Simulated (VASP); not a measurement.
# Rh (a cell with a defect) in VASP: single point with PBE

Aim: the single point of Rh (a cell with a defect) with PBE.

All numbers are computed with VASP 6.6.1; they aren't measurements. Logs are shortened: lines on timing, memory, paths and dates and some standing lists are left out, and cuts for length are marked.

### 1 The cell of the first run

The cell holds a defect, 7 atoms: a = 5.368 Å, b = 5.368 Å, c = 5.368 Å, α = 60.00°, β = 60.00°, γ = 60.00°.

### 2 Single point, PBE

Input file INCAR:

```
ALGO = Normal
EDIFF = 1E-6
ENCUT = 520
GGA = PE
ISIF = 2
ISMEAR = -1
LASPH = T
LCHARG = F
LREAL = F
LWAVE = F
NBANDS = 62
NELM = 80
PREC = Accurate
SIGMA = 0.1
```

Input file KPOINTS:

```
k-points
0
Gamma
  2 2 2
```

Input file POSCAR:

```
Rh
1.0
    0.0000000000      3.7957000000      3.7957000000
    3.7957000000      0.0000000000      3.7957000000
    3.7957000000      3.7957000000      0.0000000000
Rh
7
Direct
    0.0000000000      0.0000000000      0.2500000000
    0.0090227099      0.5294964038     -0.0192595569
   -0.0090227099      0.4705035962      0.5192595569
    0.5294964038      0.0090227099     -0.0192595569
    0.4705035962     -0.0090227099      0.5192595569
    0.5000000000      0.5000000000      0.0040443133
    0.5000000000      0.5000000000      0.4959556867
```

Potentials or basis: VASP PAW PBE potentials, release 64 (Rh_pv).

The run is started by

```console
$ cat potpaw_PBE.64/Rh_pv/POTCAR > POTCAR
$ mpirun -np 1 vasp_std > vasp.out
```

OUTCAR:

```text
EDIFF = 1E-6
   ENCUT = 520
   GGA = PE
   ISIF = 2
   ISMEAR = -1
   LASPH = T
   LREAL = F
   NELM = 80
   PREC = Accurate

 ion  position               nearest neighbor table
   1  0.000  0.000  0.250-   4 2.48   2 2.48   3 2.48   5 2.48   7 2.99   6 2.99   6 2.99   7 2.99

   2  0.009  0.529  0.981-   1 2.48   4 2.57   7 2.62   6 2.62   3 2.70   3 2.70   6 2.75   7 2.75
                             4 2.79
   3  0.991  0.471  0.519-   1 2.48   5 2.57   6 2.62   7 2.62   2 2.70   2 2.70   7 2.75   6 2.75
                             5 2.79
   4  0.529  0.009  0.981-   1 2.48   2 2.57   7 2.62   6 2.62   5 2.70   5 2.70   6 2.75   7 2.75
                             2 2.79
   5  0.471  0.991  0.519-   1 2.48   3 2.57   6 2.62   7 2.62   4 2.70   4 2.70   7 2.75   6 2.75
                             3 2.79
   6  0.500  0.500  0.004-   3 2.62   5 2.62   4 2.62   2 2.62   7 2.64   7 2.73   2 2.75   4 2.75
                             5 2.75   3 2.75   1 2.99   1 2.99
   7  0.500  0.500  0.496-   2 2.62   4 2.62   3 2.62   5 2.62   6 2.64   6 2.73   5 2.75   3 2.75
                             2 2.75   4 2.75   1 2.99   1 2.99

  LATTYP: Found a face centered cubic cell.
 ALAT       =     7.5914000000

  Lattice vectors:

 A1 = (   0.0000000000,   3.7957000000,   3.7957000000)
 A2 = (   3.7957000000,   0.0000000000,   3.7957000000)
 A3 = (   3.7957000000,   3.7957000000,   0.0000000000)

Analysis of symmetry for initial positions (statically):
=====================================================================
 Subroutine PRICEL returns:
 Original cell was already a primitive cell.

 Routine SETGRP: Setting up the symmetry group for a
 face centered cubic supercell.

 Subroutine GETGRP returns: Found  8 space group operations
 (whereof  4 operations were pure point group operations)
 out of a pool of 48 trial point group operations.

The static configuration has the point symmetry C_2v.
 The point group associated with its full space group is D_2h.

Analysis of symmetry for dynamics (positions and initial velocities):
=====================================================================
 Subroutine PRICEL returns:
 Original cell was already a primitive cell.

 Routine SETGRP: Setting up the symmetry group for a
 face centered cubic supercell.

 Subroutine GETGRP returns: Found  8 space group operations
 (whereof  4 operations were pure point group operations)
 out of a pool of 48 trial point group operations.

The dynamic configuration has the point symmetry C_2v.
 The point group associated with its full space group is D_2h.

 Subroutine INISYM returns: Found  8 space group operations
 (whereof  4 operations are pure point group operations),
 and found     1 'primitive' translations

----------------------------------------------------------------------------------------

                                     Primitive cell

  volume of cell :     109.3719

  direct lattice vectors                    reciprocal lattice vectors
     0.000000000  3.795700000  3.795700000    -0.131728008  0.131728008  0.131728008
     3.795700000  0.000000000  3.795700000     0.131728008 -0.131728008  0.131728008
     3.795700000  3.795700000  0.000000000     0.131728008  0.131728008 -0.131728008

  length of vectors
     5.367930419  5.367930419  5.367930419     0.228159603  0.228159603  0.228159603

  position of ions in fractional coordinates (direct lattice)
     0.000000000  0.000000000  0.250000000
     0.009022710  0.529496404  0.980740443
     0.990977290  0.470503596  0.519259557
     0.529496404  0.009022710  0.980740443
     0.470503596  0.990977290  0.519259557
     0.500000000  0.500000000  0.004044313
     0.500000000  0.500000000  0.495955687

  ion indices of the primitive-cell ions
   primitive index   ion index
                 1           1
                 2           2
                 3           3
                 4           4
                 5           5
                 6           6
                 7           7

----------------------------------------------------------------------------------------

 KPOINTS: k-points

Automatic generation of k-mesh.
 Grid dimensions read from file:
 generate k-points for:    2    2    2

 Generating k-lattice:

  Cartesian coordinates                     Fractional coordinates (reciprocal lattice)
    -0.065864004  0.065864004  0.065864004     0.500000000  0.000000000  0.000000000
     0.065864004 -0.065864004  0.065864004     0.000000000  0.500000000  0.000000000
     0.065864004  0.065864004 -0.065864004     0.000000000  0.000000000  0.500000000

  Length of vectors
     0.114079801  0.114079801  0.114079801

  Shift w.r.t. Gamma in fractional coordinates (k-lattice)
     0.000000000  0.000000000  0.000000000

 Subroutine IBZKPT returns following result:
 ===========================================

 Found      5 irreducible k-points:

 Following reciprocal coordinates:
            Coordinates               Weight
  0.000000  0.000000  0.000000      1.000000
  0.500000  0.000000  0.000000      2.000000
  0.000000  0.000000  0.500000      2.000000
  0.500000  0.500000  0.000000      1.000000
  0.000000  0.500000  0.500000      2.000000
   k-points           NKPTS =      5   k-points in BZ     NKDIM =      5   number of bands    NBANDS=     62
   number of dos      NEDOS =    301   number of ions     NIONS =      7
   total plane-waves  NPLWV =  64000
   dimension x,y,z NGX =    40 NGY =   40 NGZ =   40
   dimension x,y,z NGXF=    80 NGYF=   80 NGZF=   80
   ions per type =               7
   NGX,Y,Z   is equivalent  to a cutoff of  12.39, 12.39, 12.39 a.u.
   NGXF,Y,Z  is equivalent  to a cutoff of  24.78, 24.78, 24.78 a.u.
 SYSTEM =  unknown system
   PREC   = accura    normal or accurate (medium, high low for compatibility)
   ISTART =      0    job   : 0-new  1-cont  2-samecut
   ICHARG =      2    charge: 1-file 2-atom 10-const
   ISPIN  =      1    spin polarized calculation?
   LNONCOLLINEAR =      F non collinear calculations
   LSORBIT =      F    spin-orbit coupling
   LASPH  =      T    aspherical Exc in radial PAW
   ENCUT  =  520.0 eV  38.22 Ry    6.18 a.u.   9.98  9.98  9.98*2*pi/ulx,y,z
   NELM   =     80;   NELMIN=  2; NELMDL= -5     # of ELM steps
   EDIFF  = 0.1E-05   stopping-criterion for ELM
   LREAL  =      F    real-space projection
   EDIFFG = 0.1E-04   stopping-criterion for IOM
   NSW    =      0    number of steps for IOM
   IBRION =     -1    ionic relax: 0-MD 1-quasi-New 2-CG
   NFREE  =      0    steps in history (QN), initial steepest desc. (CG)
   ISIF   =      2    stress and relaxation
   ISYM   =      2    0-nonsym 1-usesym 2-fastsym
   POTIM  = 0.5000    time-step for ionic-motion
   TEBEG  =    0.0;   TEEND  =   0.0 temperature during run
   PSTRESS=    0.0 pullay stress
   NELECT =     105.0000    total number of electrons
   NUPDOWN=      -1.0000    fix difference up-down
   EMIN   =  10.00;   EMAX   =-10.00  energy-range for DOS
   EFERMI =   0.00;   METHOD = LEGACY
   ISMEAR =    -1;   SIGMA  =   0.10  broadening in eV -4-tet -1-fermi 0-gaus
   EFERMI_NEDOS =   21; number of points for ismear=-14 and -15
   IALGO  =     38    algorithm
   IMIX   =      4    mixing-type and parameters
     AMIX     =   0.40;   BMIX     =  1.00
     AMIX_MAG =   1.60;   BMIX_MAG =  1.00
  volume/ion in A,a.u.               =      15.62       105.44
  Fermi-wavevector in a.u.,A,eV,Ry     =   1.614988  3.051885 35.486542  2.608187
  Thomas-Fermi vector in A             =   2.709808
   LORBIT       =      0    0 simple, 1 ext, 2 COOP (PROOUT), +10 PAW based schemes
   GGA     = PE    functional components
   LHFCALC =     F    Hartree Fock is set to
   AEXX    =    0.0000 exact exchange contribution
   IVDW    =     0    specifies the selected vdW correction
   LEPSILON=     F    determine dielectric tensor
   LRPA    =     F    only Hartree local field effects (RPA)
 non-spin polarized calculation
  energy-cutoff  :      520.00
  volume of cell :      109.37
 maximum number of plane-waves:      2954
 NGX is ok and might be reduce to    40
   NGX = 19   NGY = 19   NGZ = 19

 number of electron     105.0000002 magnetization

 Free energy of the ion-electron system (eV)
  ---------------------------------------------------
  ext. energy  EPLUGINS =         0.00000000
  ---------------------------------------------------
  free energy    TOTEN  =       -49.82452967 eV

  energy without entropy =      -49.47018018  energy(sigma->0) =      -49.64735492

 E-fermi :   9.5769     XC(G=0): -13.0929

 val. band max:        9.5642459914   @ k =   0.5000   0.0000   0.0000
 cond. band min:       9.6170984552   @ k =   0.5000   0.5000   0.0000
 fundamental gap:      0.0528524638
 Fermi energy:         9.5768994090

 k-point     1 :       0.0000    0.0000    0.0000
  band No.  band energies     occupation
      1     -37.3650      2.00000
      2     -37.0951      2.00000
      3     -37.0705      2.00000
      4     -37.0467      2.00000
      5     -36.8894      2.00000
      6     -36.7641      2.00000
[... 54 lines left out ...]
     61      12.5916      0.00000
     62      14.3284      0.00000

 k-point     2 :       0.5000    0.0000    0.0000
  band No.  band energies     occupation
      1     -37.3331      2.00000
      2     -37.0441      2.00000
      3     -36.9487      2.00000
      4     -36.9450      2.00000
      5     -36.8470      2.00000
      6     -36.7046      2.00000
[... 54 lines left out ...]
     61      13.9999      0.00000
     62      14.9257      0.00000

 k-point     3 :       0.0000    0.0000    0.5000
  band No.  band energies     occupation
      1     -37.3580      2.00000
      2     -37.0031      2.00000
      3     -36.9665      2.00000
      4     -36.9587      2.00000
      5     -36.7485      2.00000
      6     -36.7355      2.00000
[... 54 lines left out ...]
     61      14.0650      0.00000
     62      14.2977      0.00000

 k-point     4 :       0.5000    0.5000    0.0000
  band No.  band energies     occupation
      1     -37.3486      2.00000
      2     -36.9784      2.00000
      3     -36.9471      2.00000
      4     -36.8155      2.00000
      5     -36.8072      2.00000
      6     -36.7198      2.00000
[... 54 lines left out ...]
     61      13.2875      0.00000
     62      13.5649      0.00000

 k-point     5 :       0.0000    0.5000    0.5000
  band No.  band energies     occupation
      1     -37.3318      2.00000
      2     -37.0156      2.00000
      3     -36.8500      2.00000
      4     -36.8438      2.00000
      5     -36.8360      2.00000
      6     -36.8335      2.00000
[... 54 lines left out ...]
     61      12.9636      0.00000
     62      13.0165      0.00000

------------------------ aborting loop because EDIFF is reached ----------------------------------------

  FORCE on cell =-STRESS in cart. coord.  units (eV):
  Direction    XX          YY          ZZ          XY          YZ          ZX
  --------------------------------------------------------------------------------------
  -------------------------------------------------------------------------------------
  Total       -5.4617170     -5.4617170      1.9348737     -0.1024960      0.0000000      0.0000000
  in kB      -80.0081339    -80.0081339     28.3437669     -1.5014536      0.0000000      0.0000000
  external PRESSURE =     -43.8908336 kB  Pullay stress =       0.0000000 kB

 VOLUME and BASIS-vectors are now :
 -----------------------------------------------------------------------------
  energy-cutoff  :      520.00
  volume of cell :      109.37
      direct lattice vectors                 reciprocal lattice vectors
     0.000000000  3.795700000  3.795700000    -0.131728008  0.131728008  0.131728008
     3.795700000  0.000000000  3.795700000     0.131728008 -0.131728008  0.131728008
     3.795700000  3.795700000  0.000000000     0.131728008  0.131728008 -0.131728008

 POSITION                                       TOTAL-FORCE (eV/Angst)
 -----------------------------------------------------------------------------------
      0.94893      0.94893      0.00000        -0.000000      0.000000      0.000000
      5.73241      3.75684      2.04406         0.022316     -0.022316     -0.032521
      3.75684      5.73241      5.54734        -0.022316      0.022316      0.032521
      3.75684      5.73241      2.04406        -0.022316      0.022316     -0.032521
      5.73241      3.75684      5.54734         0.022316     -0.022316      0.032521
      1.91320      1.91320      3.79570         0.012154      0.012154      0.000000
      3.78035      3.78035      3.79570        -0.012154     -0.012154      0.000000
 -----------------------------------------------------------------------------------
    total drift:                               -0.000000     -0.000000      0.000000

  FREE ENERGIE OF THE ION-ELECTRON SYSTEM (eV)
  ---------------------------------------------------
  free  energy   TOTEN  =       -49.8245296699 eV

  energy  without entropy=      -49.4701801763  energy(sigma->0) =      -49.64735492
```

Wall time 44 s (1 thread of Intel Xeon Platinum 8559C (Emerald Rapids), shared host); peak memory 0.24 GiB.

Results:

- Free energy: -49.8245 eV
- Pressure: -4.4 GPa
- Largest force: 0.045 eV/Å

Forces in eV/Å, atoms in the order of the input:
```
Rh   0.000  0.000  0.000
Rh   0.022 -0.022 -0.033
Rh  -0.022  0.022  0.033
Rh  -0.022  0.022 -0.033
Rh   0.022 -0.022  0.033
Rh   0.012  0.012  0.000
Rh  -0.012 -0.012  0.000
```

Stress tensor (GPa, compression positive):
```
-8.00 -0.15  0.00
-0.15 -8.00  0.00
 0.00  0.00  2.83
```

Levels at points of the mesh, in eV from the Fermi level:
| k point | band 49 | band 50 | band 51 | band 52 | band 53 | band 54 | band 55 | band 56 | band 57 | band 58 |
| --- | --- | --- | --- | --- | --- | --- | --- | --- | --- | --- |
| (0.00, 0.00, 0.00) | 0.94 | 0.94 | 1.03 | 1.09 | 1.10 | 1.20 | 1.27 | 1.38 | 1.42 | 1.79 |
| (0.50, 0.00, 0.00) | -0.77 | -0.31 | -0.25 | -0.15 | -0.01 | 0.34 | 0.67 | 1.16 | 1.17 | 1.19 |
| (0.00, 0.00, 0.50) | -0.60 | -0.46 | -0.39 | -0.22 | -0.09 | 0.11 | 0.23 | 0.85 | 1.13 | 1.34 |
| (0.50, 0.50, 0.00) | -0.71 | -0.68 | -0.62 | -0.53 | -0.31 | 0.04 | 0.09 | 0.42 | 1.12 | 1.64 |
| (0.00, 0.50, 0.50) | -0.78 | -0.68 | -0.48 | -0.31 | -0.27 | -0.24 | -0.04 | 0.11 | 0.62 | 0.86 |

Caveat: the k points lie up to 0.72 Å⁻¹ apart.
